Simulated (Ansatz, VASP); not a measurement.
# Two plane-wave programs on InSb3

Contents of INCAR:

```
  PREC = Accurate
  ENCUT = 520
  EDIFF = 1E-7
  ISMEAR = 0
  SIGMA = 0.15
  LREAL = F
  LASPH = T
  NELM = 60
  ALGO = Normal
  ISIF = 2
  LWAVE = F
  LCHARG = F
  GGA = PS
  NBANDS = 22
```

KPOINTS

```
Automatic mesh
0
Gamma
  10 10 10
```

File POSCAR:

```
InSb3
1.0
    4.3696105603      0.0000000000      0.0000000000
    0.0000000000      4.3696105603      0.0000000000
    0.0000000000      0.0000000000      5.2417848281
In Sb
1 3
Direct
    0.0000000000      0.0000000000      0.0000000000
    0.5000000000      0.0000000000      0.5000000000
    0.0000000000      0.5000000000      0.5000000000
    0.5000000000      0.5000000000      0.0000000000
```

Input for Ansatz:

```yaml
crystal:
  lattice:
    - [4.3696105603, 0.0, 0.0]
    - [0.0, 4.3696105603, 0.0]
    - [0.0, 0.0, 5.2417848281]
  atoms:
    - { symbol: In, position: [0.0, 0.0, 0.0] }
    - { symbol: Sb, position: [0.5, 0.0, 0.5] }
    - { symbol: Sb, position: [0.0, 0.5, 0.5] }
    - { symbol: Sb, position: [0.5, 0.5, 0.0] }
basis:
  ecutwfc: 420
kpoints:
  mp_grid: { grid: [10, 10, 10] }
hamiltonian:
  xc: pbesol
  pseudopotentials: { kind: paw, azcp: { folder: soft_1 } }
scf:
  occupations: { method: gaussian, width: 0.15 }
output:
  forces: true
  stress: true
  eigenvalues: true
```

Alike in both runs: task single point; functional PBEsol; k mesh 10 × 10 × 10; occupations gaussian, width 0.15 eV; no spin polarisation.

|  | VASP | Ansatz |
| --- | --- | --- |
| version | VASP 6.6.1 | Ansatz 0.2.0 |
| potentials or method | VASP PAW PBE potentials, release 64 (In_d, Sb), cutoff 520 eV | scalar-relativistic, plane waves, PAW |
| valence electrons in the cell | 28 | 58 |

```csv
,VASP,Ansatz,Ansatz less VASP
gap on the k mesh at the Fermi level (eV),none,none,-
pressure (GPa),4.0,4.0,-0.04
"traceless stress, the component that is largest in VASP (GPa)",-1.05,-1.00,+0.044
```

VASP's potentials were made for PBE, not for PBEsol, and Ansatz warns of the same on its side. A gap of «none» marks a metal or a gap that the smearing closes. VASP's potentials hold 28 valence electrons a cell and Ansatz's 58, so a difference there can come from the potentials and not from the codes.

Neither program's run includes spin-orbit coupling.
